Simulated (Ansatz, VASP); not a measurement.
# One calculation of GaAs, two programs

Contents of INCAR:

```
  PREC = Accurate
  ENCUT = 520
  EDIFF = 1E-6
  ISMEAR = 0
  SIGMA = 0.1
  LREAL = F
  LASPH = T
  NELM = 60
  ALGO = Normal
  ISIF = 2
  LWAVE = F
  LCHARG = F
  LDIPOL = T
  IDIPOL = 3
  DIPOL = 0.5 0.5 0.500
  GGA = PE
  NBANDS = 26
```

File KPOINTS:

```
regular mesh
0
Gamma
  6 6 1
```

File POSCAR:

```
GaAs
1.0
    3.8259004800      0.0000000000      0.0000000000
   -1.9129497100      3.3133263900      0.0000000000
    0.0000000000      0.0000000000     19.0000000000
Ga As
2 2
Direct
    0.0000000000      0.0000000000      0.4319327700
    0.0000000000      0.0000000000      0.5680672300
    0.3333333300      0.6666666700      0.3723924900
    0.6666666700      0.3333333300      0.6276075100
```

Input for Ansatz:

```yaml
crystal:
  lattice:
    - [3.82590048, 0.0, 0.0]
    - [-1.91294971, 3.31332639, 0.0]
    - [0.0, 0.0, 19.0]
  atoms:
    - { symbol: Ga, position: [0.0, 0.0, 0.43193277] }
    - { symbol: Ga, position: [0.0, 0.0, 0.56806723] }
    - { symbol: As, position: [0.33333333, 0.66666667, 0.37239249] }
    - { symbol: As, position: [0.66666667, 0.33333333, 0.62760751] }
  periodic: [true, true, false]
basis:
  ecutwfc: 420
kpoints:
  mp_grid: { grid: [6, 6, 1] }
hamiltonian:
  xc: pbe
scf:
  occupations: { method: gaussian, width: 0.1 }
  lower_state_search: "off"
output:
  forces: true
  stress: true
  eigenvalues: true
```

Change from the starting cell: species swapped into a sheet of the GaS type.

Alike in both runs: task single point; functional PBE; k mesh 6 × 6 × 1; occupations gaussian, width 0.1 eV; no spin polarisation.

```csv
,VASP,Ansatz
version,VASP 6.6.1,Ansatz 0.2.0
potentials or method,"VASP PAW PBE potentials, release 64 (Ga_d, As), cutoff 520 eV","scalar-relativistic, plane waves, PAW"
valence electrons in the cell,36,56
```

|  | VASP | Ansatz | Ansatz less VASP |
| --- | --- | --- | --- |
| gap on the k mesh at the Fermi level (eV) | none | none | - |
| rms of the force components (eV/Å) | 0.161 | 0.170 | +0.0088 |

Atom by atom the forces differ by 0.009 eV/Å (rms over components). A gap of «none» marks a metal or a gap that the smearing closes. With one functional, cell and mesh, what is left measures potentials, basis and numerics. VASP's potentials hold 36 valence electrons a cell and Ansatz's 56, so a difference there can come from the potentials and not from the codes. Ansatz's warnings: slab cell height set, structure snapped to symmetry.
